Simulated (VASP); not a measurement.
# W16S in VASP: further runs

The runs below take W16S through single point, with PBE.

All numbers are computed with VASP 6.6.1; they aren't measurements. Logs are shortened: lines on timing, memory, paths and dates and some standing lists are left out, and cuts for length are marked.

**1. The cell of the first run**

The cell holds a slab with vacuum, 17 atoms: a = 6.367 Å, b = 6.367 Å, c = 20.143 Å, α = 90.00°, β = 90.00°, γ = 90.00°.

**2. Single point, PBE**

INCAR

```
SYSTEM = W16S
PREC = Accurate ; ENCUT = 520
EDIFF = 1E-6 ; ISMEAR = 0
SIGMA = 0.1 ; LREAL = Auto
LASPH = .TRUE. ; NELM = 100
ALGO = Normal ; ISIF = 2
LWAVE = .FALSE. ; LCHARG = .FALSE.
LDIPOL = .TRUE. ; IDIPOL = 3
DIPOL = 0.5 0.5 0.329 ; GGA = PE
NBANDS = 129 ; KPAR = 4
```

KPOINTS

```
regular mesh
0
G
  4 4 1
  0 0 0
```

POSCAR

```
W16S
1.0
    6.3673983408      0.0000000000      0.0000000000
    0.0000000000      6.3673983408      0.0000000000
    0.0000000000      0.0000000000     20.1425775155
W S
16 1
Direct
    0.2500000000      0.2500000000      0.1985843171
    0.2500000000      0.7500000000      0.1985843171
    0.7500000000      0.2500000000      0.1985843171
    0.7500000000      0.7500000000      0.1985843171
    0.0000000000      0.0000000000      0.2776134078
    0.0000000000      0.5000000000      0.2776134078
    0.5000000000      0.0000000000      0.2776134078
    0.5000000000      0.5000000000      0.2776134078
    0.2500000000      0.2500000000      0.3599451785
    0.2500000000      0.7500000000      0.3599451785
    0.7500000000      0.2500000000      0.3599451785
    0.7500000000      0.7500000000      0.3599451785
    0.0000000000      0.0000000000      0.4290700884
    0.0000000000      0.5000000000      0.4290700884
    0.5000000000      0.0000000000      0.4290700884
    0.5000000000      0.5000000000      0.4290700884
    0.0625000000      0.1250000000      0.5297451920
```

Potentials or basis: VASP PAW PBE potentials, release 64 (W_sv, S).

Started as:

```
$ cat potpaw_PBE.64/W_sv/POTCAR potpaw_PBE.64/S/POTCAR > POTCAR
$ mpirun -np 4 vasp_std > vasp.out
```

OUTCAR:

```text
SYSTEM = W16S
   PREC = Accurate
   ENCUT = 520
   EDIFF = 1E-6
   ISMEAR = 0
   LREAL = Auto
   LASPH = .TRUE.
   NELM = 100
   ISIF = 2
   GGA = PE

 ion  position               nearest neighbor table
   1  0.250  0.250  0.199-   5 2.76   6 2.76   7 2.76   8 2.76   2 3.18   3 3.18   2 3.18   3 3.18
                             9 3.25
   2  0.250  0.750  0.199-   5 2.76   6 2.76   7 2.76   8 2.76   1 3.18   4 3.18   1 3.18   4 3.18
                            10 3.25
   3  0.750  0.250  0.199-   5 2.76   6 2.76   7 2.76   8 2.76   1 3.18   4 3.18   4 3.18   1 3.18
                            11 3.25
   4  0.750  0.750  0.199-   5 2.76   6 2.76   7 2.76   8 2.76   2 3.18   3 3.18   3 3.18   2 3.18
                            12 3.25
   5  0.000  0.000  0.278-   1 2.76   2 2.76   3 2.76   4 2.76   9 2.80  10 2.80  11 2.80  12 2.80
                            13 3.05   7 3.18   6 3.18   6 3.18   7 3.18
   6  0.000  0.500  0.278-   1 2.76   2 2.76   3 2.76   4 2.76   9 2.80  10 2.80  11 2.80  12 2.80
                            14 3.05   8 3.18   5 3.18   5 3.18   8 3.18
   7  0.500  0.000  0.278-   1 2.76   2 2.76   3 2.76   4 2.76   9 2.80  10 2.80  11 2.80  12 2.80
                            15 3.05   8 3.18   5 3.18   8 3.18   5 3.18
   8  0.500  0.500  0.278-   1 2.76   2 2.76   3 2.76   4 2.76   9 2.80  10 2.80  11 2.80  12 2.80
                            16 3.05   7 3.18   6 3.18   7 3.18   6 3.18
   9  0.250  0.250  0.360-  13 2.65  14 2.65  15 2.65  16 2.65   5 2.80   6 2.80   7 2.80   8 2.80
                            10 3.18  11 3.18  10 3.18  11 3.18   1 3.25
  10  0.250  0.750  0.360-  13 2.65  14 2.65  15 2.65  16 2.65   5 2.80   6 2.80   7 2.80   8 2.80
                             9 3.18  12 3.18   9 3.18  12 3.18   2 3.25
  11  0.750  0.250  0.360-  13 2.65  14 2.65  15 2.65  16 2.65   5 2.80   6 2.80   7 2.80   8 2.80
                             9 3.18  12 3.18  12 3.18   9 3.18   3 3.25
  12  0.750  0.750  0.360-  13 2.65  14 2.65  15 2.65  16 2.65   5 2.80   6 2.80   7 2.80   8 2.80
                            10 3.18  11 3.18  11 3.18  10 3.18   4 3.25
  13  0.000  0.000  0.429-  17 2.21  10 2.65  11 2.65  12 2.65   9 2.65   5 3.05  15 3.18  14 3.18
                            14 3.18  15 3.18
  14  0.000  0.500  0.429-   9 2.65  10 2.65  11 2.65  12 2.65   6 3.05  13 3.18  16 3.18  13 3.18
                            16 3.18
  15  0.500  0.000  0.429-   9 2.65  10 2.65  11 2.65  12 2.65   7 3.05  13 3.18  16 3.18  16 3.18
                            13 3.18
  16  0.500  0.500  0.429-   9 2.65  10 2.65  11 2.65  12 2.65   8 3.05  14 3.18  15 3.18  15 3.18
                            14 3.18
  17  0.062  0.125  0.530-  13 2.21

  LATTYP: Found a simple tetragonal cell.
 ALAT       =     6.3673983408
 C/A-ratio  =     3.1633920853

  Lattice vectors:

 A1 = (   6.3673983408,   0.0000000000,   0.0000000000)
 A2 = (   0.0000000000,   6.3673983408,   0.0000000000)
 A3 = (   0.0000000000,   0.0000000000,  20.1425775155)

Analysis of symmetry for initial positions (statically):
=====================================================================
 Subroutine PRICEL returns:
 Original cell was already a primitive cell.

 Routine SETGRP: Setting up the symmetry group for a
 simple tetragonal supercell.

 Subroutine GETGRP returns: Found  1 space group operations
 (whereof  1 operations were pure point group operations)
 out of a pool of 16 trial point group operations.

The static configuration has the point symmetry C_1 .

Analysis of symmetry for dynamics (positions and initial velocities):
=====================================================================
 Subroutine PRICEL returns:
 Original cell was already a primitive cell.

 Routine SETGRP: Setting up the symmetry group for a
 simple tetragonal supercell.

 Subroutine GETGRP returns: Found  1 space group operations
 (whereof  1 operations were pure point group operations)
 out of a pool of 16 trial point group operations.

The dynamic configuration has the point symmetry C_1 .

 Subroutine INISYM returns: Found  1 space group operations
 (whereof  1 operations are pure point group operations),
 and found     1 'primitive' translations

----------------------------------------------------------------------------------------

                                     Primitive cell

  volume of cell :     816.6559

  direct lattice vectors                    reciprocal lattice vectors
     6.367398341  0.000000000  0.000000000     0.157050014  0.000000000  0.000000000
[... 59 lines left out ...]

  Length of vectors
     0.039262504  0.039262504  0.049646079

  Shift w.r.t. Gamma in fractional coordinates (k-lattice)
     0.000000000  0.000000000  0.000000000

 Subroutine IBZKPT returns following result:
 ===========================================

 Found     10 irreducible k-points:

 Following reciprocal coordinates:
            Coordinates               Weight
  0.000000  0.000000  0.000000      1.000000
  0.250000  0.000000  0.000000      2.000000
  0.000000  0.250000  0.000000      2.000000
  0.500000  0.000000  0.000000      1.000000
  0.000000  0.500000  0.000000      1.000000
  0.250000  0.250000  0.000000      2.000000
 -0.250000  0.250000  0.000000      2.000000
  0.500000  0.250000  0.000000      2.000000
 -0.250000  0.500000  0.000000      2.000000
  0.500000  0.500000  0.000000      1.000000
   k-points           NKPTS =     10   k-points in BZ     NKDIM =     10   number of bands    NBANDS=    129
   number of dos      NEDOS =    301   number of ions     NIONS =     17
   total plane-waves  NPLWV = 345600
   dimension x,y,z NGX =    48 NGY =   48 NGZ =  150
   dimension x,y,z NGXF=    96 NGYF=   96 NGZF=  300
   ions per type =              16   1
   NGX,Y,Z   is equivalent  to a cutoff of  12.53, 12.53, 12.38 a.u.
   NGXF,Y,Z  is equivalent  to a cutoff of  25.06, 25.06, 24.76 a.u.
 SYSTEM =  W16S
   PREC   = accura    normal or accurate (medium, high low for compatibility)
   ISTART =      0    job   : 0-new  1-cont  2-samecut
   ICHARG =      2    charge: 1-file 2-atom 10-const
   ISPIN  =      1    spin polarized calculation?
   LNONCOLLINEAR =      F non collinear calculations
   LSORBIT =      F    spin-orbit coupling
   LASPH  =      T    aspherical Exc in radial PAW
   ENCUT  =  520.0 eV  38.22 Ry    6.18 a.u.  11.84 11.84 37.45*2*pi/ulx,y,z
   NELM   =    100;   NELMIN=  2; NELMDL= -5     # of ELM steps
   EDIFF  = 0.1E-05   stopping-criterion for ELM
   LREAL  =      T    real-space projection
   EDIFFG = 0.1E-04   stopping-criterion for IOM
   NSW    =      0    number of steps for IOM
   IBRION =     -1    ionic relax: 0-MD 1-quasi-New 2-CG
   NFREE  =      0    steps in history (QN), initial steepest desc. (CG)
   ISIF   =      2    stress and relaxation
   ISYM   =      2    0-nonsym 1-usesym 2-fastsym
   POTIM  = 0.5000    time-step for ionic-motion
   TEBEG  =    0.0;   TEEND  =   0.0 temperature during run
   PSTRESS=    0.0 pullay stress
   NELECT =     230.0000    total number of electrons
   NUPDOWN=      -1.0000    fix difference up-down
   EMIN   =  10.00;   EMAX   =-10.00  energy-range for DOS
   EFERMI =   0.00;   METHOD = LEGACY
   ISMEAR =     0;   SIGMA  =   0.10  broadening in eV -4-tet -1-fermi 0-gaus
   EFERMI_NEDOS =   21; number of points for ismear=-14 and -15
   IALGO  =     38    algorithm
   IMIX   =      4    mixing-type and parameters
     AMIX     =   0.40;   BMIX     =  1.00
     AMIX_MAG =   1.60;   BMIX_MAG =  1.00
  volume/ion in A,a.u.               =      48.04       324.18
  Fermi-wavevector in a.u.,A,eV,Ry     =   1.073094  2.027854 15.667525  1.151531
  Thomas-Fermi vector in A             =   2.208883
   LORBIT       =      0    0 simple, 1 ext, 2 COOP (PROOUT), +10 PAW based schemes
   GGA     = PE    functional components
   LHFCALC =     F    Hartree Fock is set to
   AEXX    =    0.0000 exact exchange contribution
   IVDW    =     0    specifies the selected vdW correction
   LEPSILON=     F    determine dielectric tensor
   LRPA    =     F    only Hartree local field effects (RPA)
 non-spin polarized calculation
 Gauss-broadening in eV      SIGMA  =   0.10
  energy-cutoff  :      520.00
  volume of cell :      816.66
 maximum number of plane-waves:     22040
   NGX = 23   NGY = 23   NGZ = 75

 dipolmoment           0.000000      0.000000     -0.055362 electrons x Angstroem

 number of electron     229.9999967 magnetization

 dipolmoment           0.000000      0.000000      0.139142 electrons x Angstroem

 Free energy of the ion-electron system (eV)
  ---------------------------------------------------
  ext. energy  EPLUGINS =         0.00000000
  ---------------------------------------------------
  free energy    TOTEN  =      -192.29076064 eV

  energy without entropy =     -192.15940454  energy(sigma->0) =     -192.22508259

 E-fermi :   0.7547     XC(G=0):  -5.6635

 val. band max:        0.7473326774   @ k =   0.5000   0.5000   0.0000
 cond. band min:       0.7608549146   @ k =   0.0000   0.2500   0.0000
 fundamental gap:      0.0135222371
 Fermi energy:         0.7547340815

 k-point     1 :       0.0000    0.0000    0.0000
  band No.  band energies     occupation
      1     -73.1318      2.00000
      2     -73.0719      2.00000
      3     -73.0657      2.00000
      4     -73.0640      2.00000
      5     -73.0571      2.00000
      6     -73.0543      2.00000
[... 1289 lines left out ...]
    126       2.1604      0.00000
    127       2.2467      0.00000
 [bands above 127 left out]

------------------------ aborting loop because EDIFF is reached ----------------------------------------

 vacuum level on the upper side and lower side of the slab       (xc-potential included)         0.127        -0.468

  FORCE on cell =-STRESS in cart. coord.  units (eV):
  Direction    XX          YY          ZZ          XY          YZ          ZX
  --------------------------------------------------------------------------------------
  -------------------------------------------------------------------------------------
  Total      -21.8932551    -22.8163588     -9.6469583      0.6393501      1.5444504      0.6749895
  in kB      -42.9518462    -44.7628611    -18.9261335      1.2543254      3.0300198      1.3242455
  external PRESSURE =     -35.5469470 kB  Pullay stress =       0.0000000 kB

 VOLUME and BASIS-vectors are now :
 -----------------------------------------------------------------------------
  energy-cutoff  :      520.00
  volume of cell :      816.66
      direct lattice vectors                 reciprocal lattice vectors
     6.367398341  0.000000000  0.000000000     0.157050014  0.000000000  0.000000000
     0.000000000  6.367398341  0.000000000     0.000000000  0.157050014  0.000000000
     0.000000000  0.000000000 20.142577516     0.000000000  0.000000000  0.049646079

 POSITION                                       TOTAL-FORCE (eV/Angst)
 -----------------------------------------------------------------------------------
      1.59185      1.59185      4.00000         0.028097      0.018794      2.098375
      1.59185      4.77555      4.00000         0.030914     -0.015537      2.078218
      4.77555      1.59185      4.00000        -0.016392      0.017615      2.097417
      4.77555      4.77555      4.00000        -0.051474     -0.039297      2.071410
      0.00000      0.00000      5.59185        -0.011553     -0.007621     -2.248504
      0.00000      3.18370      5.59185        -0.005396      0.018559     -2.030258
[... 9 lines left out ...]
      3.18370      3.18370      8.64258        -0.067086     -0.098016     -0.164130
      0.39796      0.79592     10.67043         0.234868      0.593202     -0.012288
 -----------------------------------------------------------------------------------
    total drift:                               -0.000009      0.000028      0.010871

  FREE ENERGIE OF THE ION-ELECTRON SYSTEM (eV)
  ---------------------------------------------------
  free  energy   TOTEN  =      -192.2907606379 eV

  energy  without entropy=     -192.1594045434  energy(sigma->0) =     -192.22508259

 vacuum level on the upper side and lower side of the slab         5.410         4.790
```

Wall time 12 min (4 MPI ranks of Intel Xeon 6975P-C (Granite Rapids), shared host); peak memory 1.1 GiB.

What came out:

```yaml
Free_energy: -192.2908 eV
Largest_force: 2.416 eV/Å
Band_gap_on_the_k_mesh: zero (bands 115 and 116 overlap by 0.23 eV)
```

Forces in eV/Å, atoms in the order of the input:
```
W    0.028  0.019  2.098
W    0.031 -0.016  2.078
W   -0.016  0.018  2.097
W   -0.051 -0.039  2.071
W   -0.012 -0.008 -2.249
W   -0.005  0.019 -2.030
W    0.014 -0.011 -2.073
W    0.034  0.050 -2.415
W    0.443  0.373 -0.745
W    0.564 -0.404 -0.310
W   -0.402  0.373 -0.456
W   -0.786 -0.637 -0.351
W   -0.257 -0.155  1.765
W    0.142 -0.124  0.665
W    0.107  0.046  0.030
W   -0.067 -0.098 -0.164
S    0.235  0.593 -0.012
```

Caveat: spin-orbit coupling is left out, which moves the levels of the heavy elements.

[end of part 1 of 2]
